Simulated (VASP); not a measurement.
Write the native input for VASP 6.6.1 that does the following.

```yaml
Task: relaxation of cell and atoms
Functional: PBE
Potentials_or_basis: VASP PAW PBE potentials, release 64 (Cd)
Cutoff: 600 eV
k_mesh: 8 × 8 × 11
Occupations: fermi-dirac, width 0.1 eV
Spin: no spin polarisation
Target_pressure: 18 GPa
Dipole_correction: no
Further_INCAR_settings: ALGO = Normal; EDIFF = 1e-07; IBRION = 2; EDIFFG = -0.005; NSW = 32; ISIF = 3
```

The structure of Cd lies in POSCAR:

```
Cd
1.0
    4.7475103114      0.0000000000      0.0000000000
   -2.3737551557      4.1114645344      0.0000000000
    0.0000000000      0.0000000000      2.8579294727
Cd
3
Direct
    0.0000000000      0.0000000000      0.0000000000
    0.3333333333      0.6666666667      0.5000000000
    0.6666666667      0.3333333333      0.5000000000
```

This isn't the form of Cd at room conditions, which is hcp.

One way to write it, as run:

INCAR

```
PREC     = Accurate       # precision mode
ENCUT    = 600            # plane-wave cutoff, eV
EDIFF    = 1E-7           # SCF threshold, eV
ISMEAR   = -1             # smearing method
SIGMA    = 0.1            # smearing width, eV
LREAL    = F              # projectors in reciprocal space
LASPH    = T              # aspherical terms in the spheres
NELM     = 60             # most SCF steps
ALGO     = Normal         # electronic algorithm
ISIF     = 3              # what is computed and relaxed
LWAVE    = F              # write WAVECAR
LCHARG   = F              # write CHGCAR
GGA      = PE             # functional
IBRION   = 2              # ionic algorithm
NSW      = 32             # ionic steps
EDIFFG   = -0.005         # ionic threshold
PSTRESS  = 180.0
```

KPOINTS

```
regular mesh
0
Gamma
  8 8 11
```

Potentials or basis: VASP PAW PBE potentials, release 64 (Cd).

Run with:

```console
$ cat potpaw_PBE.64/Cd/POTCAR > POTCAR
$ mpirun -np 1 vasp_std > vasp.out
```

It gave:

| Quantity | Value |
| --- | --- |
| Relaxed volume | 18.67 Å³/atom |
| Relaxed cell | a = 4.754 Å, b = 4.754 Å, c = 2.862 Å, α = 90.00°, β = 90.00°, γ = 120.00° |
| Space group after relaxing (to 0.1 Å) | P6/mmm (No. 191) |
| Energy change on relaxing (the run minimises the enthalpy) | -8.8 meV/atom |
| Ionic steps | 3 |
| Pressure after relaxing | 18.0 GPa |
| Band gap on the k mesh | zero (bands 18 and 19 overlap by 4.21 eV) |

Caveat: the cell is relaxed towards a set pressure, so the run minimises the enthalpy, not the energy.

It took 110 s on 1 thread of AMD EPYC 9R45 96-Core Processor (Zen 5), with other jobs on the host, peak memory 0.2 GiB.
